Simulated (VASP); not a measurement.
Input of a VASP 6.6.1 run:

Contents of POSCAR:

```
BaTiO3
1.0
    3.9421131900      0.0000000000      0.0000000000
    0.0000000000      3.9421131900      0.0000000000
    0.0000000000      0.0000000000      3.9421131900
Ba Ti O
1 1 3
Direct
    0.0000000000      0.0000000000      0.0000000000
    0.5000000000      0.5000000000      0.5000000000
    0.5000000000      0.5000000000      0.0000000000
    0.0000000000      0.5000000000      0.5000000000
    0.5000000000      0.0000000000      0.5000000000
```

Contents of INCAR.step1:

```
PREC = Accurate
ENCUT = 1480
ISMEAR = 0
SIGMA = 0.0105
LREAL = False
LASPH = True
NELM = 120
NBANDS = 28
GGA = PE
ALGO = Normal
EDIFF = 1E-5
LWAVE = True
LCHARG = False
GGA_COMPAT = False
```

INCAR.step2

```
PREC = Accurate
ENCUT = 1480
EDIFF = 1E-6
ISMEAR = 0
SIGMA = 0.0105
LREAL = False
LASPH = True
NELM = 120
ALGO = Normal
ISIF = 2
LWAVE = False
LCHARG = True
METAGGA = R2SCAN
LMIXTAU = True
LELF = True
LVHAR = True
NBANDS = 28
ISTART = 1
GGA_COMPAT = False
```

KPOINTS

```
Automatic mesh
0
Gamma
  7 7 7
```

Potentials or basis: VASP PAW PBE potentials, release 64 (Ba_sv, Ti_sv, O_h).

Command:

```console
$ cat potpaw_PBE.64/Ba_sv/POTCAR potpaw_PBE.64/Ti_sv/POTCAR potpaw_PBE.64/O_h/POTCAR > POTCAR
$ cp INCAR.step1 INCAR
$ mpirun -np 1 vasp_std > vasp.out
$ cp INCAR.step2 INCAR
$ mpirun -np 1 vasp_std > vasp.out
```

Task: Estimate the pressure.

Result: 9.9 GPa.

Task: What does it give for the band gap on the k mesh?

Result: 2.32 eV (least direct gap 2.36 eV).

Caveat: the cell stands under pressure; the PAW data sets were made with another functional, which shifts forces and pressure a little; spin-orbit coupling is left out, which moves the levels of the heavy elements; an odd mesh through Γ misses points on the zone boundary, where band edges can lie.
